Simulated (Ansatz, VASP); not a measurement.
# PtS2: VASP beside Ansatz

File INCAR:

```
ALGO = Normal
EDIFF = 1E-6
ENCUT = 500
GGA = PE
GGA_COMPAT = False
ISIF = 2
ISMEAR = 0
LASPH = True
LCHARG = False
LDAU = True
LDAUJ = 0 0
LDAUL = 2 -1
LDAUPRINT = 1
LDAUTYPE = 2
LDAUU = 1 0
LMAXMIX = 4
LREAL = False
LWAVE = False
NBANDS = 22
NELM = 200
PREC = Accurate
SIGMA = 0.01
```

The input KPOINTS:

```
k-points
0
Gamma
  6 6 4
```

Contents of POSCAR:

```
PtS2
1.0
    3.5666650568      0.0000000000      0.0000000000
   -1.7833325284      3.0888225460      0.0000000000
    0.0000000000      0.0000000000      5.0721705089
Pt S
1 2
Direct
    0.0000000000      0.0000000000      0.0000000000
    0.3333333333      0.6666666667      0.2500000000
    0.6666666667      0.3333333333      0.7500000000
```

Input for Ansatz:

```yaml
crystal:
  lattice:
    - [3.5666650568, 0.0, 0.0]
    - [-1.7833325284, 3.088822546, 0.0]
    - [0.0, 0.0, 5.0721705089]
  atoms:
    - { symbol: Pt, position: [0.0, 0.0, 0.0] }
    - { symbol: S, position: [0.3333333333, 0.6666666667, 0.25] }
    - { symbol: S, position: [0.6666666667, 0.3333333333, 0.75] }
basis:
  ecutwfc: 420
kpoints:
  mp_grid: { grid: [6, 6, 4] }
hamiltonian:
  xc: pbe
  hubbard: { sites: [{ species: Pt, l: d, u_eff: 1.0 }], projectors: atomic }
scf:
  occupations: { method: fixed }
  convergence: { dr2_threshold: "1e-7 eV" }
output:
  forces: true
  stress: true
  eigenvalues: true
```

Alike in both runs: task single point; functional PBE; k mesh 6 × 6 × 4; no spin polarisation; Hubbard terms Pt d U = 1.0 eV.

```csv
,VASP,Ansatz
version,VASP 6.6.1,Ansatz 0.2.0
potentials or method,"VASP PAW PBE potentials, release 64 (Pt_sv_GW, S), cutoff 500 eV","scalar-relativistic, plane waves, PAW"
occupations,"gaussian, width 0.01 eV",fixed
valence electrons in the cell,30,30
```

```tsv
	VASP	Ansatz	Ansatz less VASP
gap on the k mesh at the Fermi level (eV)	0.54	0.52	-0.021
least direct gap on the mesh (eV)	1.33	1.29	-0.031
pressure (GPa)	-1.5	-0.6	+0.93
traceless stress, the component that is largest in VASP (GPa)	-0.83	-1.10	-0.271
rms of the force components (eV/Å)	0.267	0.275	+0.0083
```

The programs project onto different local orbitals, so the same U acts differently, and such runs can settle in different states. Atom by atom the forces differ by 0.008 eV/Å (rms over components). Ansatz's warnings: stress scf threshold loose.

Spin-orbit coupling is off throughout.
